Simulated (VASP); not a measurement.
# ZnGe2N2 (C2) in VASP: single point with PBE

Aim: the single point of ZnGe2N2 with PBE.

All numbers are computed with VASP 6.6.1; they aren't measurements. Logs are shortened: lines on timing, memory, paths and dates and some standing lists are left out, and cuts for length are marked.

### 1 The cell of the first run

The structure is monoclinic, space group C2 (No. 5). The conventional cell has a = 6.269 Å, b = 3.603 Å, c = 8.729 Å, α = 90.00°, β = 93.76°, γ = 90.00°. Within 3.2 Å of Zn (site symmetry 2) lie 6 N at 2.38 to 2.39 Å and 6 Ge at 3.02 to 3.12 Å. Ge (site symmetry 1) has 1 N at 1.11 Å within 1.5 Å. N (site symmetry 1) has 1 Ge at 1.11 Å within 1.5 Å.

The cell was generated, and may not be a known phase.

### 2 Single point, PBE

INCAR reads:

```
PREC = Accurate
ENCUT = 520
EDIFF = 1E-7
ISMEAR = 0
SIGMA = 0.1
LREAL = False
LASPH = True
NELM = 100
ALGO = Normal
ISIF = 2
LWAVE = False
LCHARG = False
GGA = PE
NBANDS = 33
```

KPOINTS reads:

```
Automatic mesh
0
Gamma
  6 6 2
```

POSCAR reads:

```
ZnGe2N2
1.0
    3.1346998400     -1.8017308700      0.0000000000
    3.1346998400      1.8017308700      0.0000000000
   -0.5717607600      0.0000000000      8.7107142900
Zn Ge N
1 2 2
Direct
    0.1023210000      0.8976790000      0.0000000000
    0.7661420100      0.5128370200      0.7398939700
    0.4871629800      0.2338579900      0.2601060300
    0.7593680000      0.5514720400      0.8664240200
    0.4485279600      0.2406320000      0.1335759800
```

Potentials or basis: VASP PAW PBE potentials, release 64 (Zn, Ge_d, N).

Command:

```
cat potpaw_PBE.64/Zn/POTCAR potpaw_PBE.64/Ge_d/POTCAR potpaw_PBE.64/N/POTCAR > POTCAR
mpirun -np 1 vasp_std > vasp.out
```

OUTCAR:

```text
PREC = Accurate
   ENCUT = 520
   EDIFF = 1E-7
   ISMEAR = 0
   LREAL = False
   LASPH = True
   NELM = 100
   ISIF = 2
   GGA = PE

 ion  position               nearest neighbor table
   1  0.102  0.898  0.000-   4 2.38   5 2.38   5 2.39   4 2.39   5 2.39   4 2.39
   2  0.766  0.513  0.740-   4 1.11
   3  0.487  0.234  0.260-   5 1.11
   4  0.759  0.551  0.866-   2 1.11   1 2.38   1 2.39   1 2.39
   5  0.449  0.241  0.134-   3 1.11   1 2.38   1 2.39   1 2.39

 -----------------------------------------------------------------------------
|                                                                             |
|           W    W    AA    RRRRR   N    N  II  N    N   GGGG   !!!           |
|           W    W   A  A   R    R  NN   N  II  NN   N  G    G  !!!           |
|           W    W  A    A  R    R  N N  N  II  N N  N  G       !!!           |
|           W WW W  AAAAAA  RRRRR   N  N N  II  N  N N  G  GGG   !            |
|           WW  WW  A    A  R   R   N   NN  II  N   NN  G    G                |
|           W    W  A    A  R    R  N    N  II  N    N   GGGG   !!!           |
|                                                                             |
|     The distance between some ions is very small. Please check the          |
|     nearest-neighbor list in the OUTCAR file.                               |
|     I HOPE YOU KNOW WHAT YOU ARE DOING!                                     |
|                                                                             |
 -----------------------------------------------------------------------------

  LATTYP: Found a base centered monoclinic cell.
 ALAT       =     6.2693996800
 B/A-ratio  =     0.5747698223
 C/A-ratio  =     1.3923915223
 COS(beta)  =    -0.0654978461

  Lattice vectors:

 A1 = (   3.1346998400,  -1.8017308700,   0.0000000000)
 A2 = (   3.1346998400,   1.8017308700,   0.0000000000)
 A3 = (  -0.5717607600,   0.0000000000,   8.7107142900)

Analysis of symmetry for initial positions (statically):
=====================================================================
 Subroutine PRICEL returns:
 Original cell was already a primitive cell.

 Routine SETGRP: Setting up the symmetry group for a
 base centered monoclinic supercell.

 Subroutine GETGRP returns: Found  2 space group operations
 (whereof  2 operations were pure point group operations)
 out of a pool of  4 trial point group operations.

The static configuration has the point symmetry C_2 .

Analysis of symmetry for dynamics (positions and initial velocities):
=====================================================================
 Subroutine PRICEL returns:
 Original cell was already a primitive cell.

 Routine SETGRP: Setting up the symmetry group for a
 base centered monoclinic supercell.

 Subroutine GETGRP returns: Found  2 space group operations
 (whereof  2 operations were pure point group operations)
 out of a pool of  4 trial point group operations.

The dynamic configuration has the point symmetry C_2 .

 Subroutine INISYM returns: Found  2 space group operations
 (whereof  2 operations are pure point group operations),
 and found     1 'primitive' translations

----------------------------------------------------------------------------------------

                                     Primitive cell

  volume of cell :      98.3942

  direct lattice vectors                    reciprocal lattice vectors
     3.134699840 -1.801730870  0.000000000     0.159504905 -0.277510925  0.010469709
     3.134699840  1.801730870  0.000000000     0.159504905  0.277510925  0.010469709
    -0.571760760  0.000000000  8.710714290     0.000000000  0.000000000  0.114801148

  length of vectors
     3.615601916  3.615601916  8.729458964     0.320255746  0.320255746  0.114801148

  position of ions in fractional coordinates (direct lattice)
     0.102321000  0.897679000  0.000000000
     0.766142010  0.512837020  0.739893970
     0.487162980  0.233857990  0.260106030
     0.759368000  0.551472040  0.866424020
     0.448527960  0.240632000  0.133575980

  ion indices of the primitive-cell ions
   primitive index   ion index
                 1           1
                 2           2
                 3           3
                 4           4
                 5           5

----------------------------------------------------------------------------------------

 KPOINTS: Automatic mesh

Automatic generation of k-mesh.
 Grid dimensions read from file:
 generate k-points for:    6    6    2

 Generating k-lattice:

  Cartesian coordinates                     Fractional coordinates (reciprocal lattice)
     0.026584151 -0.046251821  0.001744952     0.166666667  0.000000000  0.000000000
     0.026584151  0.046251821  0.001744952     0.000000000  0.166666667  0.000000000
     0.000000000  0.000000000  0.057400574     0.000000000  0.000000000  0.500000000

  Length of vectors
     0.053375958  0.053375958  0.057400574

  Shift w.r.t. Gamma in fractional coordinates (k-lattice)
     0.000000000  0.000000000  0.000000000

 Subroutine IBZKPT returns following result:
 ===========================================

 Found     26 irreducible k-points:

 Following reciprocal coordinates:
            Coordinates               Weight
  0.000000  0.000000  0.000000      1.000000
  0.166667  0.000000  0.000000      4.000000
  0.333333  0.000000  0.000000      4.000000
  0.500000  0.000000  0.000000      2.000000
  0.166667  0.166667  0.000000      2.000000
  0.333333  0.166667  0.000000      4.000000
[... 16 lines left out ...]
  0.333333  0.333333  0.500000      2.000000
  0.500000  0.333333  0.500000      4.000000
 [... further k-points ...]
   k-points           NKPTS =     26   k-points in BZ     NKDIM =     26   number of bands    NBANDS=     33
   number of dos      NEDOS =    301   number of ions     NIONS =      5
   total plane-waves  NPLWV =  54880
   dimension x,y,z NGX =    28 NGY =   28 NGZ =   70
   dimension x,y,z NGXF=    56 NGYF=   56 NGZF=  140
   ions per type =               1   2   2
   NGX,Y,Z   is equivalent  to a cutoff of  12.87, 12.87, 13.33 a.u.
   NGXF,Y,Z  is equivalent  to a cutoff of  25.75, 25.75, 26.66 a.u.
 SYSTEM =  unknown system
   PREC   = accura    normal or accurate (medium, high low for compatibility)
   ISTART =      0    job   : 0-new  1-cont  2-samecut
   ICHARG =      2    charge: 1-file 2-atom 10-const
   ISPIN  =      1    spin polarized calculation?
   LNONCOLLINEAR =      F non collinear calculations
   LSORBIT =      F    spin-orbit coupling
   LASPH  =      T    aspherical Exc in radial PAW
   ENCUT  =  520.0 eV  38.22 Ry    6.18 a.u.   6.72  6.72 16.23*2*pi/ulx,y,z
   NELM   =    100;   NELMIN=  2; NELMDL= -5     # of ELM steps
   EDIFF  = 0.1E-06   stopping-criterion for ELM
   LREAL  =      F    real-space projection
   EDIFFG = 0.1E-05   stopping-criterion for IOM
   NSW    =      0    number of steps for IOM
   IBRION =     -1    ionic relax: 0-MD 1-quasi-New 2-CG
   NFREE  =      0    steps in history (QN), initial steepest desc. (CG)
   ISIF   =      2    stress and relaxation
   ISYM   =      2    0-nonsym 1-usesym 2-fastsym
   POTIM  = 0.5000    time-step for ionic-motion
   TEBEG  =    0.0;   TEEND  =   0.0 temperature during run
   PSTRESS=    0.0 pullay stress
   NELECT =      50.0000    total number of electrons
   NUPDOWN=      -1.0000    fix difference up-down
   EMIN   =  10.00;   EMAX   =-10.00  energy-range for DOS
   EFERMI =   0.00;   METHOD = LEGACY
   ISMEAR =     0;   SIGMA  =   0.10  broadening in eV -4-tet -1-fermi 0-gaus
   EFERMI_NEDOS =   21; number of points for ismear=-14 and -15
   IALGO  =     38    algorithm
   IMIX   =      4    mixing-type and parameters
     AMIX     =   0.40;   BMIX     =  1.00
     AMIX_MAG =   1.60;   BMIX_MAG =  1.00
  volume/ion in A,a.u.               =      19.68       132.80
  Fermi-wavevector in a.u.,A,eV,Ry     =   1.306396  2.468731 23.220674  1.706671
  Thomas-Fermi vector in A             =   2.437201
   LORBIT       =      0    0 simple, 1 ext, 2 COOP (PROOUT), +10 PAW based schemes
   GGA     = PE    functional components
   LHFCALC =     F    Hartree Fock is set to
   AEXX    =    0.0000 exact exchange contribution
   IVDW    =     0    specifies the selected vdW correction
   LEPSILON=     F    determine dielectric tensor
   LRPA    =     F    only Hartree local field effects (RPA)
 non-spin polarized calculation
 Gauss-broadening in eV      SIGMA  =   0.10
  energy-cutoff  :      520.00
  volume of cell :       98.39
 maximum number of plane-waves:      2674
   NGX = 13   NGY = 13   NGZ = 33

 number of electron      50.0000015 magnetization

 Free energy of the ion-electron system (eV)
  ---------------------------------------------------
  ext. energy  EPLUGINS =         0.00000000
  ---------------------------------------------------
  free energy    TOTEN  =        19.28763896 eV

  energy without entropy =       19.28763897  energy(sigma->0) =       19.28763896

 E-fermi :   2.4178     XC(G=0):  -8.8500

 val. band max:        2.0692916962   @ k =  -0.3333   0.3333   0.0000
 cond. band min:       2.7565229997   @ k =   0.5000   0.5000   0.0000
 fundamental gap:      0.6872313035
 Fermi energy:         2.4177671786

 k-point     1 :       0.0000    0.0000    0.0000
  band No.  band energies     occupation
      1     -26.2976      2.00000
      2     -26.2916      2.00000
      3     -23.7270      2.00000
      4     -23.7268      2.00000
      5     -23.7229      2.00000
      6     -23.7229      2.00000
[... 25 lines left out ...]
     32       9.6369      0.00000
     33      10.4160      0.00000

 k-point     2 :       0.1667    0.0000    0.0000
  band No.  band energies     occupation
      1     -26.2958      2.00000
      2     -26.2910      2.00000
      3     -23.7291      2.00000
      4     -23.7276      2.00000
      5     -23.7252      2.00000
      6     -23.7236      2.00000
[... 25 lines left out ...]
     32       9.0921      0.00000
     33       9.9294      0.00000

 k-point     3 :       0.3333    0.0000    0.0000
  band No.  band energies     occupation
      1     -26.2927      2.00000
      2     -26.2904      2.00000
      3     -23.7337      2.00000
      4     -23.7304      2.00000
      5     -23.7283      2.00000
      6     -23.7249      2.00000
[... 25 lines left out ...]
     32       8.5862      0.00000
     33       9.0704      0.00000

 k-point     4 :       0.5000    0.0000    0.0000
  band No.  band energies     occupation
      1     -26.2913      2.00000
      2     -26.2902      2.00000
      3     -23.7362      2.00000
      4     -23.7326      2.00000
      5     -23.7290      2.00000
      6     -23.7255      2.00000
[... 25 lines left out ...]
     32       8.7947      0.00000
     33       9.0641      0.00000

 k-point     5 :       0.1667    0.1667    0.0000
  band No.  band energies     occupation
      1     -26.2959      2.00000
      2     -26.2909      2.00000
      3     -23.7289      2.00000
      4     -23.7284      2.00000
      5     -23.7243      2.00000
      6     -23.7238      2.00000
[... 604 lines left out ...]
 k-point    22 :      -0.1667    0.1667    0.5000
  band No.  band energies     occupation
      1     -26.2937      2.00000
      2     -26.2908      2.00000
      3     -23.7311      2.00000
      4     -23.7309      2.00000
      5     -23.7264      2.00000
      6     -23.7259      2.00000
[... 25 lines left out ...]
     32       8.6869      0.00000
     33       9.8297      0.00000

 k-point    23 :       0.3333    0.3333    0.5000
  band No.  band energies     occupation
      1     -26.2927      2.00000
      2     -26.2902      2.00000
      3     -23.7334      2.00000
      4     -23.7325      2.00000
      5     -23.7260      2.00000
      6     -23.7254      2.00000
[... 25 lines left out ...]
     32       8.8063      0.00000
     33       9.1713      0.00000

 k-point    24 :       0.5000    0.3333    0.5000
  band No.  band energies     occupation
      1     -26.2910      2.00000
      2     -26.2899      2.00000
      3     -23.7348      2.00000
      4     -23.7334      2.00000
      5     -23.7280      2.00000
      6     -23.7270      2.00000
[... 25 lines left out ...]
     32       9.0564      0.00000
     33       9.5736      0.00000

 [... further k-points ...]
[... 5 lines left out ...]
  --------------------------------------------------------------------------------------
  -------------------------------------------------------------------------------------
  Total       -2.8679283     -1.1608056    277.9752854      0.0000000      0.0000000      6.9180721
  in kB      -46.6991768    -18.9016810   4526.3394557      0.0000000      0.0000000    112.6486569
  external PRESSURE =    1486.9128660 kB  Pullay stress =       0.0000000 kB

 VOLUME and BASIS-vectors are now :
 -----------------------------------------------------------------------------
  energy-cutoff  :      520.00
  volume of cell :       98.39
      direct lattice vectors                 reciprocal lattice vectors
     3.134699840 -1.801730870  0.000000000     0.159504905 -0.277510925  0.010469709
     3.134699840  1.801730870  0.000000000     0.159504905  0.277510925  0.010469709
    -0.571760760  0.000000000  8.710714290     0.000000000  0.000000000  0.114801148

 POSITION                                       TOTAL-FORCE (eV/Angst)
 -----------------------------------------------------------------------------------
      3.13470      1.43302      0.00000        -0.000000     -0.173975      0.000000
      3.58617     -0.45639      6.44500        -3.086704     -9.321943   -125.734719
      2.11147     -0.45639      2.26571         3.086704     -9.321943    125.734719
      3.61370     -0.37457      7.54717         3.097886      9.408930    125.216721
      2.08394     -0.37457      1.16354        -3.097886      9.408930   -125.216721
 -----------------------------------------------------------------------------------
    total drift:                                0.000000     -0.001723      0.000000

  FREE ENERGIE OF THE ION-ELECTRON SYSTEM (eV)
  ---------------------------------------------------
  free  energy   TOTEN  =        19.2876389563 eV

  energy  without entropy=       19.2876389728  energy(sigma->0) =       19.28763896
```

Wall time 2.1 min (1 thread of Intel Xeon Platinum 8259CL at 2.50GHz (Skylake/Cascade Lake), shared host); peak memory 0.26 GiB.

Results:

```
Free energy            : 19.2876 eV
Pressure               : 148.7 GPa
Largest force          : 126.118 eV/Å
Band gap on the k mesh : 0.69 eV (least direct gap 1.11 eV)
```

Forces in eV/Å, atoms in the order of the input:
```
Zn     0.000   -0.174    0.000
Ge    -3.087   -9.322 -125.735
Ge     3.087   -9.322  125.735
N      3.098    9.409  125.217
N     -3.098    9.409 -125.217
```

Stress tensor (GPa, compression positive):
```
 -4.67   0.00  11.26
  0.00  -1.89   0.00
 11.26   0.00 452.63
```

Levels at points of the mesh, in eV from the valence-band top:
```csv
k point,band 23,band 24,band 25,band 26,band 27,band 28
"(0.00, 0.00, 0.00)",-4.12,-3.20,-0.83,2.08,3.47,6.71
"(0.50, 0.00, 0.00)",-4.28,-0.93,-0.32,0.82,2.11,2.82
"(0.50, 0.50, 0.00)",-4.26,-0.69,-0.42,0.69,1.87,2.99
"(0.00, 0.00, 0.50)",-4.12,-2.58,-1.46,2.65,3.05,6.77
"(0.50, 0.00, 0.50)",-4.28,-0.80,-0.55,1.12,1.81,2.89
"(0.50, 0.50, 0.50)",-4.26,-0.89,-0.62,1.09,2.10,2.78
```

Caveat: atoms lie so close that the PAW spheres overlap strongly, which falsifies energies and pressures; the stress differs along the axes, from -5 to 453 GPa; forces of over 1 eV/Å act on the atoms, so gaps and moduli don't describe the material at rest.
